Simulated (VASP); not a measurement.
# TaN (P-42m) in VASP: a series of runs

The runs below take TaN through relaxation of cell and atoms, single point, with PBE.

All numbers are computed with VASP 6.6.1; they aren't measurements. Logs are shortened: lines on timing, memory, paths and dates and some standing lists are left out, and cuts for length are marked.

## Step 1: The cell of the first run

Symmetry: P-42m, No. 111, tetragonal system. Conventional cell: a = 5.065 Å, b = 5.065 Å, c = 5.065 Å, α = 90.00°, β = 90.00°, γ = 90.00°. Within 2.9 Å of Ta (site symmetry m) lie 4 N at 2.19 Å. Within 2.9 Å of N (site symmetry -42m) lie 4 Ta at 2.19 Å. N (site symmetry 222) has 4 Ta at 2.19 Å and 2 N at 2.53 Å within 2.9 Å. Within 2.9 Å of N (site symmetry -42m) lie 4 Ta at 2.19 Å and 4 N at 2.53 Å.

## Step 2: Relaxation of cell and atoms, PBE (atoms taken out)

File INCAR:

```
SYSTEM = TaN
PREC = Accurate
ENCUT = 600
EDIFF = 1E-6
ISMEAR = 0
SIGMA = 0.1
LREAL = .FALSE.
LASPH = .TRUE.
NELM = 100
ALGO = Normal
ISIF = 3
LWAVE = .FALSE.
LCHARG = .FALSE.
GGA = PE
IBRION = 2
NSW = 90
EDIFFG = -0.04
```

File KPOINTS:

```
regular mesh
0
G
  4 4 4
  0 0 0
```

File POSCAR:

```
TaN
1.0
    5.0645165600      0.0000000000      0.0000000000
    0.0000000000      5.0645165600      0.0000000000
    0.0000000000      0.0000000000      5.0645165600
Ta N
4 4
Direct
    0.7500000000      0.7500000000      0.7500000000
    0.7500000000      0.2500000000      0.2500000000
    0.2500000000      0.7500000000      0.2500000000
    0.2500000000      0.2500000000      0.7500000000
    0.0000000000      0.0000000000      0.5000000000
    0.0000000000      0.5000000000      0.0000000000
    0.5000000000      0.0000000000      0.0000000000
    0.5000000000      0.5000000000      0.0000000000
```

Potentials or basis: VASP PAW PBE potentials, release 64 (Ta_pv, N).

On the command line:

```sh
> cat potpaw_PBE.64/Ta_pv/POTCAR potpaw_PBE.64/N/POTCAR > POTCAR
> mpirun -np 1 vasp_std > vasp.out
```

OUTCAR:

```text
SYSTEM = TaN
   PREC = Accurate
   ENCUT = 600
   EDIFF = 1E-6
   ISMEAR = 0
   LREAL = .FALSE.
   LASPH = .TRUE.
   NELM = 100
   ISIF = 3
   GGA = PE
   IBRION = 2
   NSW = 90
   EDIFFG = -0.04

 ion  position               nearest neighbor table
   1  0.750  0.750  0.750-   5 2.19   6 2.19   7 2.19   8 2.19   3 3.58   4 3.58   2 3.58   2 3.58
                             3 3.58   2 3.58   4 3.58   2 3.58   3 3.58   4 3.58   3 3.58   4 3.58
   2  0.750  0.250  0.250-   5 2.19   6 2.19   7 2.19   8 2.19   3 3.58   4 3.58   1 3.58   1 3.58
                             4 3.58   1 3.58   3 3.58   1 3.58   3 3.58   4 3.58   4 3.58   3 3.58
   3  0.250  0.750  0.250-   5 2.19   6 2.19   7 2.19   8 2.19   2 3.58   4 3.58   1 3.58   1 3.58
                             4 3.58   2 3.58   4 3.58   4 3.58   1 3.58   2 3.58   1 3.58   2 3.58
   4  0.250  0.250  0.750-   5 2.19   6 2.19   7 2.19   8 2.19   2 3.58   3 3.58   1 3.58   2 3.58
                             3 3.58   1 3.58   3 3.58   3 3.58   1 3.58   2 3.58   2 3.58   1 3.58
   5  0.000  0.000  0.500-   1 2.19   2 2.19   3 2.19   4 2.19
   6  0.000  0.500  0.000-   1 2.19   2 2.19   3 2.19   4 2.19
   7  0.500  0.000  0.000-   1 2.19   2 2.19   3 2.19   4 2.19
   8  0.500  0.500  0.000-   1 2.19   2 2.19   3 2.19   4 2.19

  LATTYP: Found a simple cubic cell.
 ALAT       =     5.0645165600

  Lattice vectors:

 A1 = (   5.0645165600,   0.0000000000,   0.0000000000)
 A2 = (   0.0000000000,   5.0645165600,   0.0000000000)
 A3 = (   0.0000000000,   0.0000000000,   5.0645165600)

Analysis of symmetry for initial positions (statically):
=====================================================================
 Subroutine PRICEL returns:
 Original cell was already a primitive cell.

 Routine SETGRP: Setting up the symmetry group for a
 simple cubic supercell.

 Subroutine GETGRP returns: Found  8 space group operations
 (whereof  8 operations were pure point group operations)
 out of a pool of 48 trial point group operations.

The static configuration has the point symmetry D_2d.

Analysis of symmetry for dynamics (positions and initial velocities):
=====================================================================
 Subroutine PRICEL returns:
 Original cell was already a primitive cell.

 Routine SETGRP: Setting up the symmetry group for a
 simple cubic supercell.

 Subroutine GETGRP returns: Found  8 space group operations
 (whereof  8 operations were pure point group operations)
 out of a pool of 48 trial point group operations.

The dynamic configuration has the point symmetry D_2d.

 Subroutine INISYM returns: Found  8 space group operations
 (whereof  8 operations are pure point group operations),
 and found     1 'primitive' translations

----------------------------------------------------------------------------------------

                                     Primitive cell

  volume of cell :     129.9014

  direct lattice vectors                    reciprocal lattice vectors
     5.064516560  0.000000000  0.000000000     0.197452212  0.000000000  0.000000000
     0.000000000  5.064516560  0.000000000     0.000000000  0.197452212  0.000000000
     0.000000000  0.000000000  5.064516560     0.000000000  0.000000000  0.197452212

  length of vectors
     5.064516560  5.064516560  5.064516560     0.197452212  0.197452212  0.197452212

  position of ions in fractional coordinates (direct lattice)
     0.750000000  0.750000000  0.750000000
     0.750000000  0.250000000  0.250000000
     0.250000000  0.750000000  0.250000000
     0.250000000  0.250000000  0.750000000
     0.000000000  0.000000000  0.500000000
     0.000000000  0.500000000  0.000000000
     0.500000000  0.000000000  0.000000000
     0.500000000  0.500000000  0.000000000

  ion indices of the primitive-cell ions
   primitive index   ion index
                 1           1
                 2           2
                 3           3
                 4           4
                 5           5
                 6           6
                 7           7
                 8           8

----------------------------------------------------------------------------------------

 KPOINTS: regular mesh

Automatic generation of k-mesh.
 Grid dimensions read from file:
 generate k-points for:    4    4    4

 Generating k-lattice:

  Cartesian coordinates                     Fractional coordinates (reciprocal lattice)
     0.049363053  0.000000000  0.000000000     0.250000000  0.000000000  0.000000000
     0.000000000  0.049363053  0.000000000     0.000000000  0.250000000  0.000000000
     0.000000000  0.000000000  0.049363053     0.000000000  0.000000000  0.250000000

  Length of vectors
     0.049363053  0.049363053  0.049363053

  Shift w.r.t. Gamma in fractional coordinates (k-lattice)
     0.000000000  0.000000000  0.000000000

 Subroutine IBZKPT returns following result:
 ===========================================

 Found     18 irreducible k-points:

 Following reciprocal coordinates:
            Coordinates               Weight
  0.000000  0.000000  0.000000      1.000000
  0.250000  0.000000  0.000000      4.000000
  0.000000  0.000000  0.250000      2.000000
  0.500000  0.000000  0.000000      2.000000
  0.000000  0.000000  0.500000      1.000000
  0.250000  0.250000  0.000000      4.000000
[... 10 lines left out ...]
  0.250000  0.500000  0.500000      4.000000
  0.500000  0.500000  0.500000      1.000000
   k-points           NKPTS =     18   k-points in BZ     NKDIM =     18   number of bands    NBANDS=     38
   number of dos      NEDOS =    301   number of ions     NIONS =      8
   total plane-waves  NPLWV =  64000
   dimension x,y,z NGX =    40 NGY =   40 NGZ =   40
   dimension x,y,z NGXF=    80 NGYF=   80 NGZF=   80
   ions per type =               4   4
   NGX,Y,Z   is equivalent  to a cutoff of  13.13, 13.13, 13.13 a.u.
   NGXF,Y,Z  is equivalent  to a cutoff of  26.26, 26.26, 26.26 a.u.
 SYSTEM =  TaN
   PREC   = accura    normal or accurate (medium, high low for compatibility)
   ISTART =      0    job   : 0-new  1-cont  2-samecut
   ICHARG =      2    charge: 1-file 2-atom 10-const
   ISPIN  =      1    spin polarized calculation?
   LNONCOLLINEAR =      F non collinear calculations
   LSORBIT =      F    spin-orbit coupling
   LASPH  =      T    aspherical Exc in radial PAW
   ENCUT  =  600.0 eV  44.10 Ry    6.64 a.u.  10.12 10.12 10.12*2*pi/ulx,y,z
   NELM   =    100;   NELMIN=  2; NELMDL= -5     # of ELM steps
   EDIFF  = 0.1E-05   stopping-criterion for ELM
   LREAL  =      F    real-space projection
   EDIFFG = -.4E-01   stopping-criterion for IOM
   NSW    =     90    number of steps for IOM
   IBRION =      2    ionic relax: 0-MD 1-quasi-New 2-CG
   NFREE  =      1    steps in history (QN), initial steepest desc. (CG)
   ISIF   =      3    stress and relaxation
   ISYM   =      2    0-nonsym 1-usesym 2-fastsym
   POTIM  = 0.5000    time-step for ionic-motion
   TEBEG  =    0.0;   TEEND  =   0.0 temperature during run
   PSTRESS=    0.0 pullay stress
   NELECT =      64.0000    total number of electrons
   NUPDOWN=      -1.0000    fix difference up-down
   EMIN   =  10.00;   EMAX   =-10.00  energy-range for DOS
   EFERMI =   0.00;   METHOD = LEGACY
   ISMEAR =     0;   SIGMA  =   0.10  broadening in eV -4-tet -1-fermi 0-gaus
   EFERMI_NEDOS =   21; number of points for ismear=-14 and -15
   IALGO  =     38    algorithm
   IMIX   =      4    mixing-type and parameters
     AMIX     =   0.40;   BMIX     =  1.00
     AMIX_MAG =   1.60;   BMIX_MAG =  1.00
  volume/ion in A,a.u.               =      16.24       109.58
  Fermi-wavevector in a.u.,A,eV,Ry     =   1.292995  2.443406 22.746709  1.671836
  Thomas-Fermi vector in A             =   2.424668
   LORBIT       =      0    0 simple, 1 ext, 2 COOP (PROOUT), +10 PAW based schemes
   GGA     = PE    functional components
   LHFCALC =     F    Hartree Fock is set to
   AEXX    =    0.0000 exact exchange contribution
   IVDW    =     0    specifies the selected vdW correction
   LEPSILON=     F    determine dielectric tensor
   LRPA    =     F    only Hartree local field effects (RPA)
 conjugate gradient relaxation of ions
 non-spin polarized calculation
 Gauss-broadening in eV      SIGMA  =   0.10
  energy-cutoff  :      600.00
  volume of cell :      129.90
 maximum number of plane-waves:      4385
   NGX = 21   NGY = 21   NGZ = 21

--------------------------------------- Ionic step        1  -------------------------------------------

 number of electron      64.0000009 magnetization

 Free energy of the ion-electron system (eV)
  ---------------------------------------------------
  ext. energy  EPLUGINS =         0.00000000
  ---------------------------------------------------
  free energy    TOTEN  =       -82.14392473 eV

  energy without entropy =      -82.10969690  energy(sigma->0) =      -82.12681081

------------------------ aborting loop because EDIFF is reached ----------------------------------------

  FORCE on cell =-STRESS in cart. coord.  units (eV):
  Direction    XX          YY          ZZ          XY          YZ          ZX
  --------------------------------------------------------------------------------------
  -------------------------------------------------------------------------------------
  Total      -18.9765668    -18.9765668    -30.2056852      0.0000000     -0.0000000      0.0000000
  in kB     -234.0530143   -234.0530143   -372.5506171      0.0000000     -0.0000000      0.0000000
  external PRESSURE =    -280.2188819 kB  Pullay stress =       0.0000000 kB
[... 107 lines left out ...]
  FREE ENERGIE OF THE ION-ELECTRON SYSTEM (eV)
  ---------------------------------------------------
  free  energy   TOTEN  =       -84.4272051591 eV

  energy  without entropy=      -84.3982849244  energy(sigma->0) =      -84.41274504

[... ionic steps 4 to 11 ...]

--------------------------------------- Ionic step       12  -------------------------------------------

 number of electron      64.0000001 magnetization

------------------------ aborting loop because EDIFF is reached ----------------------------------------

  FORCE on cell =-STRESS in cart. coord.  units (eV):
  Direction    XX          YY          ZZ          XY          YZ          ZX
  --------------------------------------------------------------------------------------
  -------------------------------------------------------------------------------------
  Total        0.8420741      0.8420741      0.8968724      0.0000000      0.0000000      0.0000000
  in kB       12.3188004     12.3188004     13.1204512      0.0000000      0.0000000      0.0000000
  external PRESSURE =      12.5860173 kB  Pullay stress =       0.0000000 kB
[... 69 lines left out ...]
  energy  without entropy=      -84.7684646360  energy(sigma->0) =      -84.77299079

--------------------------------------- Ionic step       14  -------------------------------------------

 number of electron      64.0000003 magnetization

 Free energy of the ion-electron system (eV)
  ---------------------------------------------------
  ext. energy  EPLUGINS =         0.00000000
  ---------------------------------------------------
  free energy    TOTEN  =       -84.78353025 eV

  energy without entropy =      -84.77071234  energy(sigma->0) =      -84.77712130

 E-fermi :   6.0359     XC(G=0): -11.8148

 val. band max:        5.9949763138   @ k =   0.5000   0.2500   0.0000
 cond. band min:       6.0747985446   @ k =   0.0000   0.0000   0.0000
 fundamental gap:      0.0798222308
 Fermi energy:         6.0359383201

 k-point     1 :       0.0000    0.0000    0.0000
  band No.  band energies     occupation
      1     -30.0698      2.00000
      2     -29.8988      2.00000
      3     -29.7879      2.00000
      4     -29.7879      2.00000
      5     -29.6770      2.00000
      6     -29.6511      2.00000
[... 762 lines left out ...]
  FREE ENERGIE OF THE ION-ELECTRON SYSTEM (eV)
  ---------------------------------------------------
  free  energy   TOTEN  =       -84.7835302482 eV

  energy  without entropy=      -84.7707123434  energy(sigma->0) =      -84.77712130

 reached required accuracy - stopping structural energy minimisation
```

Wall time 22 min (1 thread of Intel Xeon 8259CL, shared host); peak memory 0.32 GiB.

What came out:

```yaml
Free_energy: -84.7835 eV
Relaxed_volume: 13.80 Å³/atom
Relaxed_cell: a = 4.987 Å, b = 4.987 Å, c = 4.439 Å, α = 90.00°, β = 90.00°, γ = 90.00°
Space_group_after_relaxing_to_0.1_Å: P-42m (No. 111)
Pressure_after_relaxing: 0.4 GPa
Largest_force_after_relaxing: 0.021 eV/Å
Band_gap_on_the_k_mesh: zero (bands 32 and 33 overlap by 0.78 eV)
```

Forces in eV/Å, atoms in the order of the input:
```
Ta   0.006  0.006  0.019
Ta   0.006 -0.006 -0.019
Ta  -0.006  0.006 -0.019
Ta  -0.006 -0.006  0.019
N    0.000  0.000  0.000
N    0.000  0.000  0.000
N    0.000  0.000  0.000
N    0.000  0.000  0.000
```

Final structure:
```cif
data_structure
_symmetry_space_group_name_H-M 'P 1'
_symmetry_Int_Tables_number 1
_cell_length_a 4.9868
_cell_length_b 4.9868
_cell_length_c 4.4395
_cell_angle_alpha 90.000
_cell_angle_beta 90.000
_cell_angle_gamma 90.000
_cell_volume 110.40
loop_
_atom_site_label
_atom_site_type_symbol
_atom_site_fract_x
_atom_site_fract_y
_atom_site_fract_z
_atom_site_occupancy
Ta1 Ta 0.75095 0.75095 0.76366 1
Ta2 Ta 0.75095 0.24905 0.23634 1
Ta3 Ta 0.24905 0.75095 0.23634 1
Ta4 Ta 0.24905 0.24905 0.76366 1
N1 N 0.00000 0.00000 0.50000 1
N2 N 0.00000 0.50000 0.00000 1
N3 N 0.50000 0.00000 0.00000 1
N4 N 0.50000 0.50000 0.00000 1
```

Caveat: the cell differs from its parent crystal (atoms taken out); the volume moved by over 15 % at a fixed basis, so the end points are rough; spin-orbit coupling is left out, which moves the levels of the heavy elements.

(Continued in part 2 of 2.)

The gap in the log of VASP goes by the Fermi energy; the results here count the filled bands.